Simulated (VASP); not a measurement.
A run of VASP 6.6.1 is set up as follows.

The input INCAR:

```
PREC     = Accurate       # precision mode
ENCUT    = 520            # plane-wave cutoff, eV
EDIFF    = 1E-7           # SCF threshold, eV
ISMEAR   = 0              # smearing method
SIGMA    = 0.1            # smearing width, eV
LREAL    = F              # projectors in reciprocal space
LASPH    = T              # aspherical terms in the spheres
NELM     = 100            # most SCF steps
ALGO     = Normal         # electronic algorithm
ISIF     = 2              # what is computed and relaxed
LWAVE    = F              # write WAVECAR
LCHARG   = F              # write CHGCAR
GGA      = PE             # functional
NBANDS   = 30             # bands
```

File KPOINTS:

```
Automatic mesh
0
Gamma
  6 6 4
```

File POSCAR:

```
Cu3Sb2
1.0
    4.8728230299      0.0000000000      0.0000000000
   -2.4364115150      4.2199885320      0.0000000000
    0.0000000000      0.0000000000      5.2891992213
Cu Sb
3 2
Direct
    0.3333333333      0.6666666667      0.0000000000
    0.6666666667      0.3333333333      0.0000000000
    0.0000000000      0.0000000000      0.0000000000
    0.3333333333      0.6666666667      0.5000000000
    0.6666666667      0.3333333333      0.5000000000
```

Potentials or basis: VASP PAW PBE potentials, release 64 (Cu, Sb).

The run is started by

```sh
$ cat potpaw_PBE.64/Cu/POTCAR potpaw_PBE.64/Sb/POTCAR > POTCAR
$ mpirun -np 1 vasp_std > vasp.out
```

(1) Predict the pressure.

## Answers

(1) 0.2 GPa.
